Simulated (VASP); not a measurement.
A run of VASP 6.6.1 is set up as follows.

File POSCAR:

```
MgO
1.0
    0.0000000000      2.1433968525      2.1433968525
    2.1433968525      0.0000000000      2.1433968525
    2.1433968525      2.1433968525      0.0000000000
Mg O
1 1
Direct
    0.0000000000      0.0000000000      0.0000000000
    0.5000000000      0.5000000000      0.5000000000
```

Contents of INCAR.step1:

```
PREC = Accurate
ENCUT = 520
ISMEAR = 0
SIGMA = 0.01
LREAL = F
LASPH = T
NELM = 60
NBANDS = 11
GGA = PE
ALGO = Normal
EDIFF = 1E-4
LWAVE = T
LCHARG = F
```

The input INCAR.step2:

```
PREC = Accurate
ENCUT = 520
EDIFF = 1E-6
ISMEAR = 0
SIGMA = 0.01
LREAL = F
LASPH = T
NELM = 60
ALGO = Normal
ISIF = 2
LWAVE = F
LCHARG = F
METAGGA = R2SCAN
LMIXTAU = T
NBANDS = 11
ISTART = 1
```

File KPOINTS:

```
regular mesh
0
Gamma
  8 8 8
```

Potentials or basis: VASP PAW PBE potentials, release 64 (Mg, O).

Command:

```sh
$ cat potpaw_PBE.64/Mg/POTCAR potpaw_PBE.64/O/POTCAR > POTCAR
$ cp INCAR.step1 INCAR
$ mpirun -np 1 vasp_std > vasp.out
$ cp INCAR.step2 INCAR
$ mpirun -np 1 vasp_std > vasp.out
```

**Question.** Estimate the pressure.

**Answer.** -9.7 GPa.

**Question.** Estimate the band gap on the k mesh.

**Answer.** 5.09 eV, direct.

Caveat: the PAW data sets were made with another functional, which shifts forces and pressure a little.
